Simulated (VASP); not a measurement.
A run of VASP 6.6.1 is set up as follows.

The input INCAR:

```
  ALGO = Normal
  DIPOL = 0.5 0.5 0.483
  EDIFF = 1E-7
  EDIFFG = -0.03
  ENCUT = 520
  GGA = PS
  GGA_COMPAT = F
  IBRION = 2
  IDIPOL = 3
  ISIF = 2
  ISMEAR = 0
  LASPH = T
  LCHARG = F
  LDIPOL = T
  LREAL = F
  LWAVE = F
  NELM = 120
  NELMDL = -8
  NELMIN = 4
  NSW = 90
  PREC = Accurate
  SIGMA = 0.1
```

KPOINTS

```
k-points
0
Gamma
  9 9 1
```

POSCAR

```
Ta3C5
1.0
    3.1393032032      0.0000000000      0.0000000000
   -1.5696516016      2.7187163242      0.0000000000
    0.0000000000      0.0000000000     26.6896909957
C Ta
5 3
Selective dynamics
Direct
    0.3333333333      0.6666666667      0.3184750247  F F F
    0.0000000000      0.0000000000      0.4145132416  F F F
    0.6666666667      0.3333333333      0.5091006067  T T T
    0.3333333333      0.6666666667      0.5999627038  T T T
    0.6666666667      0.3333333333      0.6254407058  T T T
    0.6666666667      0.3333333333      0.3664941331  F F F
    0.3333333333      0.6666666667      0.4634285348  T T T
    0.0000000000      0.0000000000      0.5625884125  T T T
```

Potentials or basis: VASP PAW PBE potentials, release 64 (C, Ta_pv).

Run with:

```sh
$ cat potpaw_PBE.64/C/POTCAR potpaw_PBE.64/Ta_pv/POTCAR > POTCAR
$ mpirun -np 1 vasp_std > vasp.out
```

(1) What does it give for the band gap on the k mesh?

(2) Estimate the energy gained by relaxing.

Answers

(1) zero (an odd number of electrons rules out a gap without spin polarisation).

(2) 196.1 meV/atom.

Caveat: spin-orbit coupling is left out, which moves the levels of the heavy elements.
